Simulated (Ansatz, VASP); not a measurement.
## One calculation of Ni2H, two programs

The input INCAR:

```
SYSTEM = Ni2H
  PREC = Accurate
  ENCUT = 520
  EDIFF = 1E-7
  ISMEAR = -1
  SIGMA = 0.05
  LREAL = .FALSE.
  LASPH = .TRUE.
  NELM = 150
  ALGO = Normal
  ISIF = 2
  LWAVE = .FALSE.
  LCHARG = .FALSE.
  ISPIN = 2
  MAGMOM = 2 2 0
  LORBIT = 11
  LMAXMIX = 4
  GGA = PS
  NBANDS = 22
```

Contents of KPOINTS:

```
regular mesh
0
G
  12 12 6
  0 0 0
```

File POSCAR:

```
Ni2H
1.0
    2.6430021000      0.0000000000      0.0000000000
   -1.3215010500      2.2889069600      0.0000000000
    0.0000000000      0.0000000000      4.3080000000
Ni H
2 1
Direct
    0.3333333300      0.6666666700      0.2610000000
    0.6666666700      0.3333333300      0.7960000000
    0.0000000000      0.0000000000      0.0280000000
```

Input for Ansatz:

```yaml
crystal:
  lattice:
    - [2.6430021, 0.0, 0.0]
    - [-1.32150105, 2.28890696, 0.0]
    - [0.0, 0.0, 4.308]
  atoms:
    - { symbol: Ni, position: [0.33333333, 0.66666667, 0.261], spin: 2.0 }
    - { symbol: Ni, position: [0.66666667, 0.33333333, 0.796], spin: 2.0 }
    - { symbol: H, position: [0.0, 0.0, 0.028] }
magnetization:
  spin_polarized: true
hamiltonian:
  xc: pbesol
  pseudopotentials: { kind: paw }
basis:
  ecutwfc: 420
kpoints:
  mp_grid: { grid: [12, 12, 6] }
scf:
  occupations: { method: fermi_dirac, width: 0.05 }
  lower_state_search: "off"
output:
  forces: true
  stress: true
  write_density: true
  write_potential: true
  elf: true
  volumetric_format: npy
```

Alike in both runs: task single point; functional PBEsol; k mesh 12 × 12 × 6; occupations fermi-dirac, width 0.05 eV; collinear spin.

|  | VASP | Ansatz |
| --- | --- | --- |
| version | VASP 6.6.1 | Ansatz 0.2.0 |
| potentials or method | VASP PAW PBE potentials, release 64 (Ni, H), cutoff 520 eV | PAW, plane waves, scalar-relativistic |
| valence electrons in the cell | 21 | 37 |

VASP gave:

| Property | Result |
| --- | --- |
| pressure (GPa) | -16.8 |
| traceless stress, the component that is largest in VASP (GPa) | 0.99 |
| rms of the force components (eV/Å) | 0.500 |
| net moment per atom (μB) | 0.17 |
| size of the moment on the site where the two differ most (μB) | 0.26 |

Problem. Estimate Ansatz's values.

Solution. Pressure (GPa): -17.1; traceless stress, the component that is largest in VASP (GPa): 1.02; rms of the force components (eV/Å): 0.504; net moment per atom (μB): 0.17; size of the moment on the site where the two differ most (μB): 0.26.

VASP's potentials were made for PBE, not for PBEsol. Site moments also hang on the region over which each program counts them. Atom by atom the forces differ by 0.003 eV/Å (rms over components). VASP's potentials hold 21 valence electrons a cell and Ansatz's 37, so a difference there can come from the potentials and not from the codes.
